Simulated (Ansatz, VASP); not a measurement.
**One calculation of BP, two programs**

Contents of INCAR:

```
SYSTEM = BP
  PREC = Accurate
  ENCUT = 500
  EDIFF = 1E-6
  ISMEAR = 0
  SIGMA = 0.02
  LREAL = .FALSE.
  LASPH = .TRUE.
  NELM = 120
  ALGO = Normal
  ISIF = 2
  LWAVE = .FALSE.
  LCHARG = .TRUE.
  GGA = PS
  LELF = .TRUE.
  LVHAR = .TRUE.
  NBANDS = 11
  GGA_COMPAT = .FALSE.
```

Contents of KPOINTS:

```
Automatic mesh
0
G
  10 10 10
  0 0 0
```

POSCAR

```
BP
1.0
    0.0000000000      2.3044129867      2.3044129867
    2.3044129867      0.0000000000      2.3044129867
    2.3044129867      2.3044129867      0.0000000000
B P
1 1
Direct
    0.0000000000      0.0000000000      0.0000000000
    0.2500000000      0.2500000000      0.2500000000
```

Input for Ansatz:

```yaml
crystal:
  lattice:
    - [0.0, 2.3044129867, 2.3044129867]
    - [2.3044129867, 0.0, 2.3044129867]
    - [2.3044129867, 2.3044129867, 0.0]
  atoms:
    - { symbol: B, position: [0.0, 0.0, 0.0] }
    - { symbol: P, position: [0.25, 0.25, 0.25] }
basis:
  ecutwfc: 420
kpoints:
  mp_grid: { grid: [10, 10, 10] }
hamiltonian:
  xc: pbesol
scf:
  occupations: { method: gaussian, width: 0.02 }
output:
  forces: true
  stress: true
  eigenvalues: true
```

Alike in both runs: task single point; functional PBEsol; k mesh 10 × 10 × 10; occupations gaussian, width 0.02 eV; no spin polarisation.

```csv
,VASP,Ansatz
version,VASP 6.6.1,Ansatz 0.2.0
potentials or method,"VASP PAW PBE potentials, release 64 (B, P), cutoff 500 eV","scalar-relativistic, plane waves, PAW"
valence electrons in the cell,8,8
```

```tsv
	VASP	Ansatz	Ansatz less VASP
gap on the k mesh at the Fermi level (eV)	1.19	1.19	+0.004
least direct gap on the mesh (eV)	3.29	3.30	+0.005
pressure (GPa)	-8.7	-8.8	-0.10
```

VASP's potentials were made for PBE, not for PBEsol.
